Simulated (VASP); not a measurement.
# ZnGe3 (Pm-3m) in VASP: single point with PBE

Aim: the single point of ZnGe3 with PBE.

All numbers are computed with VASP 6.6.1; they aren't measurements. Logs are shortened: lines on timing, memory, paths and dates and some standing lists are left out, and cuts for length are marked.

### 1 The cell of the first run

The structure is cubic, space group Pm-3m (No. 221). Conventional cell: a = 4.222 Å, b = 4.222 Å, c = 4.222 Å, α = 90.00°, β = 90.00°, γ = 90.00°. Within 3.9 Å of Zn (site symmetry m-3m) lie 12 Ge at 2.99 Å. Within 3.9 Å of Ge (site symmetry 4/mmm) lie 4 Zn at 2.99 Å and 8 Ge at 2.99 Å.

### 2 Single point, PBE

The input, INCAR:

```
PREC = Accurate
ENCUT = 520
EDIFF = 1E-6
ISMEAR = -1
SIGMA = 0.15
LREAL = F
LASPH = T
NELM = 60
ALGO = Normal
ISIF = 2
LWAVE = F
LCHARG = F
GGA = PE
NBANDS = 35
```

The input, KPOINTS:

```
regular mesh
0
Gamma
  6 6 6
```

The input, POSCAR:

```
ZnGe3
1.0
    4.2223600000      0.0000000000      0.0000000000
    0.0000000000      4.2223600000      0.0000000000
    0.0000000000      0.0000000000      4.2223600000
Zn Ge
1 3
Direct
    0.0000000000      0.0000000000      0.0000000000
    0.0000000000      0.5000000000      0.5000000000
    0.5000000000      0.0000000000      0.5000000000
    0.5000000000      0.5000000000      0.0000000000
```

Potentials or basis: VASP PAW PBE potentials, release 64 (Zn, Ge_d).

Command:

```sh
$ cat potpaw_PBE.64/Zn/POTCAR potpaw_PBE.64/Ge_d/POTCAR > POTCAR
$ mpirun -np 1 vasp_std > vasp.out
```

OUTCAR:

```text
PREC = Accurate
   ENCUT = 520
   EDIFF = 1E-6
   ISMEAR = -1
   LREAL = F
   LASPH = T
   NELM = 60
   ISIF = 2
   GGA = PE

 ion  position               nearest neighbor table
   1  0.000  0.000  0.000-
   2  0.000  0.500  0.500-
   3  0.500  0.000  0.500-
   4  0.500  0.500  0.000-

  LATTYP: Found a simple cubic cell.
 ALAT       =     4.2223600000

  Lattice vectors:

 A1 = (   4.2223600000,   0.0000000000,   0.0000000000)
 A2 = (   0.0000000000,   4.2223600000,   0.0000000000)
 A3 = (   0.0000000000,   0.0000000000,   4.2223600000)

Analysis of symmetry for initial positions (statically):
=====================================================================
 Subroutine PRICEL returns:
 Original cell was already a primitive cell.

 Routine SETGRP: Setting up the symmetry group for a
 simple cubic supercell.

 Subroutine GETGRP returns: Found 48 space group operations
 (whereof 48 operations were pure point group operations)
 out of a pool of 48 trial point group operations.

The static configuration has the point symmetry O_h .

Analysis of symmetry for dynamics (positions and initial velocities):
=====================================================================
 Subroutine PRICEL returns:
 Original cell was already a primitive cell.

 Routine SETGRP: Setting up the symmetry group for a
 simple cubic supercell.

 Subroutine GETGRP returns: Found 48 space group operations
 (whereof 48 operations were pure point group operations)
 out of a pool of 48 trial point group operations.

The dynamic configuration has the point symmetry O_h .

 Subroutine INISYM returns: Found 48 space group operations
 (whereof 48 operations are pure point group operations),
 and found     1 'primitive' translations

----------------------------------------------------------------------------------------

                                     Primitive cell

  volume of cell :      75.2776

  direct lattice vectors                    reciprocal lattice vectors
     4.222360000  0.000000000  0.000000000     0.236834377  0.000000000  0.000000000
     0.000000000  4.222360000  0.000000000     0.000000000  0.236834377  0.000000000
     0.000000000  0.000000000  4.222360000     0.000000000  0.000000000  0.236834377

  length of vectors
     4.222360000  4.222360000  4.222360000     0.236834377  0.236834377  0.236834377

  position of ions in fractional coordinates (direct lattice)
     0.000000000  0.000000000  0.000000000
     0.000000000  0.500000000  0.500000000
     0.500000000  0.000000000  0.500000000
     0.500000000  0.500000000  0.000000000

  ion indices of the primitive-cell ions
   primitive index   ion index
                 1           1
                 2           2
                 3           3
                 4           4

----------------------------------------------------------------------------------------

 KPOINTS: regular mesh

Automatic generation of k-mesh.
 Grid dimensions read from file:
 generate k-points for:    6    6    6

 Generating k-lattice:

  Cartesian coordinates                     Fractional coordinates (reciprocal lattice)
     0.039472396  0.000000000  0.000000000     0.166666667  0.000000000  0.000000000
     0.000000000  0.039472396  0.000000000     0.000000000  0.166666667  0.000000000
     0.000000000  0.000000000  0.039472396     0.000000000  0.000000000  0.166666667

  Length of vectors
     0.039472396  0.039472396  0.039472396

  Shift w.r.t. Gamma in fractional coordinates (k-lattice)
     0.000000000  0.000000000  0.000000000

 Subroutine IBZKPT returns following result:
 ===========================================

 Found     20 irreducible k-points:

 Following reciprocal coordinates:
            Coordinates               Weight
  0.000000  0.000000  0.000000      1.000000
  0.166667  0.000000  0.000000      6.000000
  0.333333  0.000000  0.000000      6.000000
  0.500000  0.000000  0.000000      3.000000
  0.166667  0.166667  0.000000     12.000000
  0.333333  0.166667  0.000000     24.000000
[... 12 lines left out ...]
  0.500000  0.500000  0.333333      6.000000
  0.500000  0.500000  0.500000      1.000000
   k-points           NKPTS =     20   k-points in BZ     NKDIM =     20   number of bands    NBANDS=     35
   number of dos      NEDOS =    301   number of ions     NIONS =      4
   total plane-waves  NPLWV =  32768
   dimension x,y,z NGX =    32 NGY =   32 NGZ =   32
   dimension x,y,z NGXF=    64 NGYF=   64 NGZF=   64
   ions per type =               1   3
   NGX,Y,Z   is equivalent  to a cutoff of  12.60, 12.60, 12.60 a.u.
   NGXF,Y,Z  is equivalent  to a cutoff of  25.20, 25.20, 25.20 a.u.
 SYSTEM =  unknown system
   PREC   = accura    normal or accurate (medium, high low for compatibility)
   ISTART =      0    job   : 0-new  1-cont  2-samecut
   ICHARG =      2    charge: 1-file 2-atom 10-const
   ISPIN  =      1    spin polarized calculation?
   LNONCOLLINEAR =      F non collinear calculations
   LSORBIT =      F    spin-orbit coupling
   LASPH  =      T    aspherical Exc in radial PAW
   ENCUT  =  520.0 eV  38.22 Ry    6.18 a.u.   7.85  7.85  7.85*2*pi/ulx,y,z
   NELM   =     60;   NELMIN=  2; NELMDL= -5     # of ELM steps
   EDIFF  = 0.1E-05   stopping-criterion for ELM
   LREAL  =      F    real-space projection
   EDIFFG = 0.1E-04   stopping-criterion for IOM
   NSW    =      0    number of steps for IOM
   IBRION =     -1    ionic relax: 0-MD 1-quasi-New 2-CG
   NFREE  =      0    steps in history (QN), initial steepest desc. (CG)
   ISIF   =      2    stress and relaxation
   ISYM   =      2    0-nonsym 1-usesym 2-fastsym
   POTIM  = 0.5000    time-step for ionic-motion
   TEBEG  =    0.0;   TEEND  =   0.0 temperature during run
   PSTRESS=    0.0 pullay stress
   NELECT =      54.0000    total number of electrons
   NUPDOWN=      -1.0000    fix difference up-down
   EMIN   =  10.00;   EMAX   =-10.00  energy-range for DOS
   EFERMI =   0.00;   METHOD = LEGACY
   ISMEAR =    -1;   SIGMA  =   0.15  broadening in eV -4-tet -1-fermi 0-gaus
   EFERMI_NEDOS =   21; number of points for ismear=-14 and -15
   IALGO  =     38    algorithm
   IMIX   =      4    mixing-type and parameters
     AMIX     =   0.40;   BMIX     =  1.00
     AMIX_MAG =   1.60;   BMIX_MAG =  1.00
  volume/ion in A,a.u.               =      18.82       127.00
  Fermi-wavevector in a.u.,A,eV,Ry     =   1.465494  2.769383 29.220876  2.147674
  Thomas-Fermi vector in A             =   2.581345
   LORBIT       =      0    0 simple, 1 ext, 2 COOP (PROOUT), +10 PAW based schemes
   GGA     = PE    functional components
   LHFCALC =     F    Hartree Fock is set to
   AEXX    =    0.0000 exact exchange contribution
   IVDW    =     0    specifies the selected vdW correction
   LEPSILON=     F    determine dielectric tensor
   LRPA    =     F    only Hartree local field effects (RPA)
 non-spin polarized calculation
  energy-cutoff  :      520.00
  volume of cell :       75.28
 maximum number of plane-waves:      2048
 NGX is ok and might be reduce to    32
   NGX = 15   NGY = 15   NGZ = 15

 number of electron      54.0000058 magnetization

 Free energy of the ion-electron system (eV)
  ---------------------------------------------------
  ext. energy  EPLUGINS =         0.00000000
  ---------------------------------------------------
  free energy    TOTEN  =       -13.58648819 eV

  energy without entropy =      -13.44005756  energy(sigma->0) =      -13.51327288

 E-fermi :   5.7087     XC(G=0): -11.1105

 val. band max:        5.6946590835   @ k =   0.3333   0.1667   0.1667
 cond. band min:       5.7525373162   @ k =   0.1667   0.1667   0.1667
 fundamental gap:      0.0578782327
 Fermi energy:         5.7086892457

 k-point     1 :       0.0000    0.0000    0.0000
  band No.  band energies     occupation
      1     -19.2077      2.00000
      2     -19.2077      2.00000
      3     -19.2077      2.00000
      4     -19.1954      2.00000
      5     -19.1610      2.00000
      6     -19.1610      2.00000
[... 27 lines left out ...]
     34      12.9072      0.00000
     35      12.9075      0.00000

 k-point     2 :       0.1667    0.0000    0.0000
  band No.  band energies     occupation
      1     -19.2063      2.00000
      2     -19.1988      2.00000
      3     -19.1988      2.00000
      4     -19.1895      2.00000
      5     -19.1603      2.00000
      6     -19.1559      2.00000
[... 27 lines left out ...]
     34      13.3222      0.00000
     35      13.3360      0.00000

 k-point     3 :       0.3333    0.0000    0.0000
  band No.  band energies     occupation
      1     -19.2035      2.00000
      2     -19.1753      2.00000
      3     -19.1745      2.00000
      4     -19.1745      2.00000
      5     -19.1583      2.00000
      6     -19.1431      2.00000
[... 27 lines left out ...]
     34      13.5268      0.00000
     35      13.6599      0.00000

 k-point     4 :       0.5000    0.0000    0.0000
  band No.  band energies     occupation
      1     -19.2021      2.00000
      2     -19.1659      2.00000
      3     -19.1556      2.00000
      4     -19.1481      2.00000
      5     -19.1481      2.00000
      6     -19.1346      2.00000
[... 27 lines left out ...]
     34      11.3205      0.00000
     35      12.7450      0.00000

 k-point     5 :       0.1667    0.1667    0.0000
  band No.  band energies     occupation
      1     -19.1999      2.00000
      2     -19.1951      2.00000
      3     -19.1940      2.00000
      4     -19.1826      2.00000
      5     -19.1576      2.00000
      6     -19.1522      2.00000
[... 486 lines left out ...]
 k-point    18 :       0.5000    0.3333    0.3333
  band No.  band energies     occupation
      1     -19.1755      2.00000
      2     -19.1680      2.00000
      3     -19.1674      2.00000
      4     -19.1651      2.00000
      5     -19.1631      2.00000
      6     -19.1617      2.00000
[... 27 lines left out ...]
     34      13.7922      0.00000
     35      14.1224      0.00000

 k-point    19 :       0.5000    0.5000    0.3333
  band No.  band energies     occupation
      1     -19.1709      2.00000
      2     -19.1709      2.00000
      3     -19.1693      2.00000
      4     -19.1668      2.00000
      5     -19.1649      2.00000
      6     -19.1649      2.00000
[... 27 lines left out ...]
     34      14.3612      0.00000
     35      15.2935      0.00000

 k-point    20 :       0.5000    0.5000    0.5000
  band No.  band energies     occupation
      1     -19.1727      2.00000
      2     -19.1727      2.00000
      3     -19.1727      2.00000
      4     -19.1704      2.00000
      5     -19.1685      2.00000
      6     -19.1685      2.00000
[... 27 lines left out ...]
     34      16.1165      0.00000
     35      16.1165      0.00000

------------------------ aborting loop because EDIFF is reached ----------------------------------------

  FORCE on cell =-STRESS in cart. coord.  units (eV):
  Direction    XX          YY          ZZ          XY          YZ          ZX
  --------------------------------------------------------------------------------------
  -------------------------------------------------------------------------------------
  Total       -0.0096003     -0.0096003     -0.0096003     -0.0000000      0.0000000     -0.0000000
  in kB       -0.2043298     -0.2043298     -0.2043298     -0.0000000      0.0000000     -0.0000000
  external PRESSURE =      -0.2043298 kB  Pullay stress =       0.0000000 kB

 VOLUME and BASIS-vectors are now :
 -----------------------------------------------------------------------------
  energy-cutoff  :      520.00
  volume of cell :       75.28
      direct lattice vectors                 reciprocal lattice vectors
     4.222360000  0.000000000  0.000000000     0.236834377  0.000000000  0.000000000
     0.000000000  4.222360000  0.000000000     0.000000000  0.236834377  0.000000000
     0.000000000  0.000000000  4.222360000     0.000000000  0.000000000  0.236834377

 POSITION                                       TOTAL-FORCE (eV/Angst)
 -----------------------------------------------------------------------------------
      0.00000      0.00000      0.00000         0.000000      0.000000      0.000000
      0.00000      2.11118      2.11118         0.000000      0.000000      0.000000
      2.11118      0.00000      2.11118         0.000000      0.000000      0.000000
      2.11118      2.11118      0.00000         0.000000      0.000000      0.000000
 -----------------------------------------------------------------------------------
    total drift:                                0.000000     -0.000000     -0.000000

  FREE ENERGIE OF THE ION-ELECTRON SYSTEM (eV)
  ---------------------------------------------------
  free  energy   TOTEN  =       -13.5864881945 eV

  energy  without entropy=      -13.4400575634  energy(sigma->0) =      -13.51327288
```

Wall time 21 s (1 thread of Intel Xeon 6975P-C (Granite Rapids), shared host); peak memory 0.19 GiB.

Results:

* Free energy: -13.5865 eV
* Pressure: 0.0 GPa
* Band gap on the k mesh: zero (bands 27 and 28 overlap by 3.54 eV)
